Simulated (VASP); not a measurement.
# HfO2 in VASP: a series of runs

Runs on HfO2. Level: PBE. Tasks: single point.

Everything below comes from runs of VASP 6.6.1. Logs are shortened: lines on timing, memory, paths and dates and some standing lists are left out, and cuts for length are marked.

## 1. The cell of the first run

The cell holds an amorphous packing of atoms, 15 atoms: a = 5.863 Å, b = 5.416 Å, c = 5.761 Å, α = 90.41°, β = 93.48°, γ = 87.37°.

## 2. Single point, PBE

INCAR

```
SYSTEM = HfO2
PREC = Accurate
ENCUT = 520
EDIFF = 1E-7
ISMEAR = -1
SIGMA = 0.2585
LREAL = Auto
LASPH = .TRUE.
NELM = 60
ALGO = Normal
ISIF = 2
LWAVE = .FALSE.
LCHARG = .FALSE.
GGA = PE
ISYM = 0
NBANDS = 68
```

KPOINTS

```
regular mesh
0
G
  1 1 1
  0 0 0
```

POSCAR

```
HfO2
1.0
    5.8586830000      0.1288100000     -0.1763910000
    0.1288100000      5.4147420000     -0.0179830000
   -0.1763910000     -0.0179830000      5.7582330000
Hf O
5 10
Direct
   -0.0041443855      0.5456281754      0.9665216741
   -0.0042943480      0.1434861915      0.4734778582
    0.5842101039      0.3548153885      0.7604899019
    0.3353193226      0.9695631535      0.9587283052
    0.5969522537      0.7603660189      0.3758681990
    0.1318891876      0.3240793418      0.2032847550
    0.2762937221      0.2844039935      0.7240528758
    0.3348969004      0.9781952348      0.2840400317
    0.8575699580      0.4600578100      0.5154831078
    0.0203284477      0.8499210915      0.7758404160
    0.6793177215      0.1700750053      1.0335422327
    0.4341289819      0.6539670675      0.1065506962
    0.6516165818      0.0801977066      0.4591348589
    0.9194180289      0.7949684844      0.1928197389
    0.5288589193      0.7621777205      0.7154552787
```

Potentials or basis: VASP PAW PBE potentials, release 64 (Hf_pv, O).

Run with:

```console
> cat potpaw_PBE.64/Hf_pv/POTCAR potpaw_PBE.64/O/POTCAR > POTCAR
> mpirun -np 1 vasp_gam > vasp.out
```

OUTCAR:

```text
SYSTEM = HfO2
   PREC = Accurate
   ENCUT = 520
   EDIFF = 1E-7
   ISMEAR = -1
   LREAL = Auto
   LASPH = .TRUE.
   NELM = 60
   ISIF = 2
   GGA = PE
   ISYM = 0

 ion  position               nearest neighbor table
   1  0.996  0.546  0.967-  14 1.93   6 1.93  10 2.00   7 2.59   9 2.72  12 2.73   3 2.86  11 2.86
                             4 3.11   2 3.57   5 3.57   4 3.62   2 3.66   3 3.81
   2  0.996  0.143  0.473-   9 1.88  13 2.06   6 2.06   7 2.28  10 2.36   8 2.46  14 2.51   3 3.17
                             5 3.22   4 3.44   1 3.57   1 3.66   4 3.76
   3  0.584  0.355  0.760-   7 1.86  11 1.91  15 2.23   9 2.29  13 2.32  12 2.72   1 2.86   4 2.88
                             5 3.14   2 3.17   4 3.77   1 3.81
   4  0.335  0.970  0.959-   8 1.87  12 1.96  15 2.14   7 2.19  10 2.19  11 2.35   6 2.66   3 2.88
                             5 2.97   1 3.11   2 3.44   1 3.62   2 3.76   3 3.77
   5  0.597  0.760  0.376-  13 1.83  12 1.87   8 1.94  15 2.02  14 2.24   9 2.30   4 2.97   3 3.14
                             2 3.22   1 3.57
   6  0.132  0.324  0.203-   1 1.93   2 2.06   4 2.66
   7  0.276  0.284  0.724-   3 1.86   4 2.19   2 2.28   1 2.59
   8  0.335  0.978  0.284-   4 1.87   5 1.94   2 2.46
   9  0.858  0.460  0.515-   2 1.88   3 2.29   5 2.30   1 2.72
  10  0.020  0.850  0.776-   1 2.00   4 2.19   2 2.36
  11  0.679  0.170  0.034-   3 1.91   4 2.35   1 2.86
  12  0.434  0.654  0.107-   5 1.87   4 1.96   3 2.72   1 2.73
  13  0.652  0.080  0.459-   5 1.83   2 2.06   3 2.32
  14  0.919  0.795  0.193-   1 1.93   5 2.24   2 2.51
  15  0.529  0.762  0.715-   5 2.02   4 2.14   3 2.23

IMPORTANT INFORMATION: All symmetrisations will be switched off!
NOSYMM: (Re-)initialisation of all symmetry stuff for point group C_1.

----------------------------------------------------------------------------------------

                                     Primitive cell

  volume of cell :     182.4048

  direct lattice vectors                    reciprocal lattice vectors
     5.858683000  0.128810000 -0.176391000     0.170933113 -0.004048939  0.005223521
     0.128810000  5.414742000 -0.017983000    -0.004048939  0.184778830  0.000453035
    -0.176391000 -0.017983000  5.758233000     0.005223521  0.000453035  0.173825812

  length of vectors
     5.862752962  5.416303752  5.760962112     0.171060832  0.184823741  0.173904869

  position of ions in fractional coordinates (direct lattice)
     0.995855615  0.545628175  0.966521674
     0.995705652  0.143486192  0.473477858
     0.584210104  0.354815389  0.760489902
     0.335319323  0.969563153  0.958728305
     0.596952254  0.760366019  0.375868199
     0.131889188  0.324079342  0.203284755
     0.276293722  0.284403993  0.724052876
     0.334896900  0.978195235  0.284040032
     0.857569958  0.460057810  0.515483108
     0.020328448  0.849921092  0.775840416
     0.679317721  0.170075005  0.033542233
     0.434128982  0.653967067  0.106550696
     0.651616582  0.080197707  0.459134859
     0.919418029  0.794968484  0.192819739
     0.528858919  0.762177720  0.715455279

  ion indices of the primitive-cell ions
   primitive index   ion index
                 1           1
                 2           2
                 3           3
                 4           4
                 5           5
                 6           6
                 7           7
                 8           8
                 9           9
                10          10
                11          11
                12          12
                13          13
                14          14
                15          15

----------------------------------------------------------------------------------------

 KPOINTS: regular mesh

Automatic generation of k-mesh.
 Grid dimensions read from file:
 generate k-points for:    1    1    1

 Generating k-lattice:

  Cartesian coordinates                     Fractional coordinates (reciprocal lattice)
     0.170933113 -0.004048939  0.005223521     1.000000000  0.000000000  0.000000000
    -0.004048939  0.184778830  0.000453035     0.000000000  1.000000000  0.000000000
     0.005223521  0.000453035  0.173825812     0.000000000 -0.000000000  1.000000000

  Length of vectors
     0.171060832  0.184823741  0.173904869

  Shift w.r.t. Gamma in fractional coordinates (k-lattice)
     0.000000000  0.000000000  0.000000000

 Subroutine IBZKPT returns following result:
 ===========================================

 Found      1 irreducible k-points:

 Following reciprocal coordinates:
            Coordinates               Weight
  0.000000  0.000000  0.000000      1.000000
   k-points           NKPTS =      1   k-points in BZ     NKDIM =      1   number of bands    NBANDS=     68
   number of dos      NEDOS =    301   number of ions     NIONS =     15
   total plane-waves  NPLWV =  92160
   dimension x,y,z NGX =    48 NGY =   40 NGZ =   48
   dimension x,y,z NGXF=    96 NGYF=   80 NGZF=   96
   ions per type =               5  10
   NGX,Y,Z   is equivalent  to a cutoff of  13.61, 12.28, 13.85 a.u.
   NGXF,Y,Z  is equivalent  to a cutoff of  27.22, 24.55, 27.70 a.u.
 SYSTEM =  HfO2
   PREC   = accura    normal or accurate (medium, high low for compatibility)
   ISTART =      0    job   : 0-new  1-cont  2-samecut
   ICHARG =      2    charge: 1-file 2-atom 10-const
   ISPIN  =      1    spin polarized calculation?
   LNONCOLLINEAR =      F non collinear calculations
   LSORBIT =      F    spin-orbit coupling
   LASPH  =      T    aspherical Exc in radial PAW
   ENCUT  =  520.0 eV  38.22 Ry    6.18 a.u.  10.90 10.07 10.71*2*pi/ulx,y,z
   NELM   =     60;   NELMIN=  2; NELMDL= -5     # of ELM steps
   EDIFF  = 0.1E-06   stopping-criterion for ELM
   LREAL  =      T    real-space projection
   EDIFFG = 0.1E-05   stopping-criterion for IOM
   NSW    =      0    number of steps for IOM
   IBRION =     -1    ionic relax: 0-MD 1-quasi-New 2-CG
   NFREE  =      0    steps in history (QN), initial steepest desc. (CG)
   ISIF   =      2    stress and relaxation
   ISYM   =      0    0-nonsym 1-usesym 2-fastsym
   POTIM  = 0.5000    time-step for ionic-motion
   TEBEG  =    0.0;   TEEND  =   0.0 temperature during run
   PSTRESS=    0.0 pullay stress
   NELECT =     110.0000    total number of electrons
   NUPDOWN=      -1.0000    fix difference up-down
   EMIN   =  10.00;   EMAX   =-10.00  energy-range for DOS
   EFERMI =   0.00;   METHOD = LEGACY
   ISMEAR =    -1;   SIGMA  =   0.26  broadening in eV -4-tet -1-fermi 0-gaus
   EFERMI_NEDOS =   21; number of points for ismear=-14 and -15
   IALGO  =     38    algorithm
   IMIX   =      4    mixing-type and parameters
     AMIX     =   0.40;   BMIX     =  1.00
     AMIX_MAG =   1.60;   BMIX_MAG =  1.00
  volume/ion in A,a.u.               =      12.16        82.06
  Fermi-wavevector in a.u.,A,eV,Ry     =   1.383121  2.613720 26.028282  1.913025
  Thomas-Fermi vector in A             =   2.507749
   LORBIT       =      0    0 simple, 1 ext, 2 COOP (PROOUT), +10 PAW based schemes
   GGA     = PE    functional components
   LHFCALC =     F    Hartree Fock is set to
   AEXX    =    0.0000 exact exchange contribution
   IVDW    =     0    specifies the selected vdW correction
   LEPSILON=     F    determine dielectric tensor
   LRPA    =     F    only Hartree local field effects (RPA)
 non-spin polarized calculation
  energy-cutoff  :      520.00
  volume of cell :      182.40
 maximum number of plane-waves:      2461
 NGX is ok and might be reduce to    42
   NGX = 21   NGY = 21   NGZ = 21

 number of electron     109.9999993 magnetization

 Free energy of the ion-electron system (eV)
  ---------------------------------------------------
  ext. energy  EPLUGINS =         0.00000000
  ---------------------------------------------------
  free energy    TOTEN  =      -138.30603803 eV

  energy without entropy =     -137.98908286  energy(sigma->0) =     -138.14756045

 E-fermi :   4.2078     XC(G=0): -11.0809

 val. band max:        3.5706531433   @ k =   0.0000   0.0000   0.0000
 cond. band min:       4.8257107189   @ k =   0.0000   0.0000   0.0000
 fundamental gap:      1.2550575756
 Fermi energy:         4.2078415524

 k-point     1 :       0.0000    0.0000    0.0000
  band No.  band energies     occupation
      1     -27.5591      2.00000
      2     -27.1934      2.00000
      3     -27.1297      2.00000
      4     -26.9888      2.00000
      5     -26.9515      2.00000
      6     -26.9103      2.00000
      7     -26.8931      2.00000
      8     -26.7779      2.00000
      9     -26.7531      2.00000
     10     -26.6530      2.00000
     11     -26.4898      2.00000
     12     -26.3978      2.00000
     13     -26.0854      2.00000
     14     -25.7675      2.00000
     15     -25.6011      2.00000
     16     -15.5178      2.00000
     17     -14.5929      2.00000
     18     -14.0989      2.00000
     19     -13.8033      2.00000
     20     -13.5117      2.00000
     21     -13.4270      2.00000
     22     -13.1096      2.00000
     23     -13.0516      2.00000
     24     -12.8213      2.00000
     25     -12.6460      2.00000
     26      -2.4718      2.00000
     27      -2.3333      2.00000
     28      -2.0560      2.00000
     29      -1.9686      2.00000
     30      -1.6254      2.00000
     31      -1.2660      2.00000
     32      -1.1069      2.00000
     33      -1.0637      2.00000
     34      -0.9723      2.00000
     35      -0.8198      2.00000
     36      -0.6462      2.00000
     37      -0.4016      2.00000
     38      -0.3293      2.00000
     39      -0.1786      2.00000
     40       0.0428      2.00000
     41       0.1884      2.00000
     42       0.3662      2.00000
     43       0.6786      2.00000
     44       0.8638      2.00000
     45       0.9717      1.99999
     46       1.1000      1.99999
     47       1.4588      1.99995
     48       1.5058      1.99994
     49       1.8028      1.99982
     50       1.8270      1.99980
     51       2.0035      1.99960
     52       2.2548      1.99895
     53       2.5800      1.99632
     54       2.7341      1.99334
     55       3.5707      1.84330
     56       4.8257      0.16784
     57       6.1805      0.00097
     58       6.7042      0.00013
     59       7.0331      0.00004
     60       7.2515      0.00002
     61       7.5103      0.00001
     62       8.0658      0.00000
     63       8.1391      0.00000
     64       8.3099      0.00000
     65       8.7559      0.00000
     66       8.9688      0.00000
     67       9.1997      0.00000
 [bands above 67 left out]

------------------------ aborting loop because EDIFF is reached ----------------------------------------

  FORCE on cell =-STRESS in cart. coord.  units (eV):
  Direction    XX          YY          ZZ          XY          YZ          ZX
  --------------------------------------------------------------------------------------
  -------------------------------------------------------------------------------------
  Total       19.0223812     24.0734405     10.2962719      6.4948497     -4.0590226      4.7757062
  in kB      167.0856559    211.4523176     90.4386960     57.0483900    -35.6529738     41.9480604
  external PRESSURE =     156.3255565 kB  Pullay stress =       0.0000000 kB

 VOLUME and BASIS-vectors are now :
 -----------------------------------------------------------------------------
  energy-cutoff  :      520.00
  volume of cell :      182.40
      direct lattice vectors                 reciprocal lattice vectors
     5.858683000  0.128810000 -0.176391000     0.170933113 -0.004048939  0.005223521
     0.128810000  5.414742000 -0.017983000    -0.004048939  0.184778830  0.000453035
    -0.176391000 -0.017983000  5.758233000     0.005223521  0.000453035  0.173825812

 POSITION                                       TOTAL-FORCE (eV/Angst)
 -----------------------------------------------------------------------------------
      5.73420      3.06533      5.37998         0.139457      0.777058      1.627049
      5.76849      0.89668      2.54818         2.518266     -3.111866     -3.092203
      3.33426      1.98281      4.26965         1.454104      1.866075     -2.463808
      1.92031      5.27589      5.44400        -1.207977      0.132156     -0.853255
      3.52900      4.18732      2.04537         4.083342     -2.783705      1.172351
      0.77858      1.76814      1.14147        -0.950524      0.371766     -0.762749
      1.52764      1.56254      4.11542        -3.038752     -0.870123     -0.116787
      2.03795      5.33470      1.55890        -3.509850      1.106559      2.800978
      4.99256      2.59229      2.80873        -1.648397      1.543890      3.260200
      0.09172      4.59077      4.44860         3.273450      2.119380     -1.007128
      3.99590      1.00781      0.07026        -1.223752      1.284325     -2.377719
      2.60887      3.59507      0.52521        -0.917102     -4.820506     -3.824076
      3.74696      0.50993      2.52742         2.951528      5.288665      3.790315
      5.45497      4.41951      0.93383        -1.378471     -0.493281      1.271800
      3.07039      4.18225      4.01277        -0.545321     -2.410392      0.575030
 -----------------------------------------------------------------------------------
    total drift:                                0.007598      0.000822     -0.014298

  FREE ENERGIE OF THE ION-ELECTRON SYSTEM (eV)
  ---------------------------------------------------
  free  energy   TOTEN  =      -138.3060380278 eV

  energy  without entropy=     -137.9890828628  energy(sigma->0) =     -138.14756045
```

It took 71 s on 1 thread of AMD EPYC 7R13, shared host; peak memory 0.24 GiB.

What came out:

* Free energy: -138.3060 eV
* Pressure: 15.6 GPa
* Largest force: 7.145 eV/Å
* Band gap on the k mesh: 1.25 eV

Forces on the atoms (eV/Å):
```
Hf   0.139  0.777  1.627
Hf   2.518 -3.112 -3.092
Hf   1.454  1.866 -2.464
Hf  -1.208  0.132 -0.853
Hf   4.083 -2.784  1.172
O   -0.951  0.372 -0.763
O   -3.039 -0.870 -0.117
O   -3.510  1.107  2.801
O   -1.648  1.544  3.260
O    3.273  2.119 -1.007
O   -1.224  1.284 -2.378
O   -0.917 -4.821 -3.824
O    2.952  5.289  3.790
O   -1.378 -0.493  1.272
O   -0.545 -2.410  0.575
```

Stress tensor (GPa, compression positive):
```
16.71  5.70  4.19
 5.70 21.15 -3.57
 4.19 -3.57  9.04
```

Caveat: the k points lie up to 1.16 Å⁻¹ apart; spin-orbit coupling is left out, which moves the levels of the heavy elements.

## 3. Single point, PBE

INCAR

```
SYSTEM = HfO2
  ALGO = Normal
  EDIFF = 1E-7
  ENCUT = 520
  GGA = PE
  ISIF = 2
  ISMEAR = -1
  ISYM = 0
  LASPH = .TRUE.
  LCHARG = .FALSE.
  LREAL = Auto
  LWAVE = .FALSE.
  NBANDS = 68
  NELM = 60
  PREC = Accurate
  SIGMA = 0.2585
```

KPOINTS

```
k-points
0
G
  1 1 1
  0 0 0
```

POSCAR

```
HfO2
1.0
    5.8586830000      0.1288100000     -0.1763910000
    0.1288100000      5.4147420000     -0.0179830000
   -0.1763910000     -0.0179830000      5.7582330000
Hf O
5 10
Direct
   -0.1182500581      0.6181714781      1.0784227265
    0.0492896465      0.1442850584      0.4111307980
    0.4945149511      0.3947628553      0.7144794257
    0.3292859423      0.9921346727      1.0044266417
    0.6509774636      0.8467576609      0.5330966650
    0.1723694286      0.3719601458      0.1050508681
    0.1904905434      0.1982596613      0.7355280901
    0.3548926044      0.9823136170      0.3707677003
    0.7860232516      0.5925392385      0.7628736212
    0.0519065604      1.0053872310      1.1118028271
    0.5955294271      0.2219496776      0.9713277237
    0.6027349487      0.6181103470      0.2665486962
    0.7498964969      0.2066123645      0.5939395824
    0.9903461983      0.7756457270      0.4217866129
    0.3811609312      0.7531388809      0.7690635399
```

Potentials or basis: VASP PAW PBE potentials, release 64 (Hf_pv, O).

Run with:

```console
> cat potpaw_PBE.64/Hf_pv/POTCAR potpaw_PBE.64/O/POTCAR > POTCAR
> mpirun -np 1 vasp_gam > vasp.out
```

Run time: 73 s. Hardware: 1 thread of AMD EPYC 7R13, shared host; peak memory 0.24 GiB.

It converged, with:

```yaml
Free_energy: -138.9666 eV
Pressure: 25.8 GPa
Largest_force: 10.913 eV/Å
Band_gap_on_the_k_mesh: 2.61 eV
```

Forces in eV/Å, atoms in the order of the input:
```
Hf   3.873  0.038  3.693
Hf   0.746  0.871  2.648
Hf  -3.084 -0.174 -0.865
Hf   4.424  2.193  0.318
Hf   0.504  0.696 -0.899
O   -2.892  3.705  3.362
O    1.637  0.890 -2.206
O    3.269  1.178  0.679
O    0.334  1.422 -0.928
O   -8.687 -5.010 -4.305
O    0.253 -1.092  3.028
O    0.848 -0.348 -0.815
O    0.673 -2.985 -3.643
O   -3.071  0.699  1.499
O    1.173 -2.084 -1.567
```

Stress tensor (GPa, compression positive):
```
23.51  5.16 -3.53
 5.16 24.08  0.01
-3.53  0.01 29.74
```

Levels at points of the mesh, in eV from the valence-band top:
```csv
k point,band 51,band 52,band 53,band 54,band 55,band 56,band 57,band 58,band 59,band 60
"(0.00, 0.00, 0.00)",-1.44,-1.04,-1.00,-0.47,0.00,2.61,3.08,3.23,3.79,3.96
```

Caveat: the k points lie up to 1.16 Å⁻¹ apart; spin-orbit coupling is left out, which moves the levels of the heavy elements.
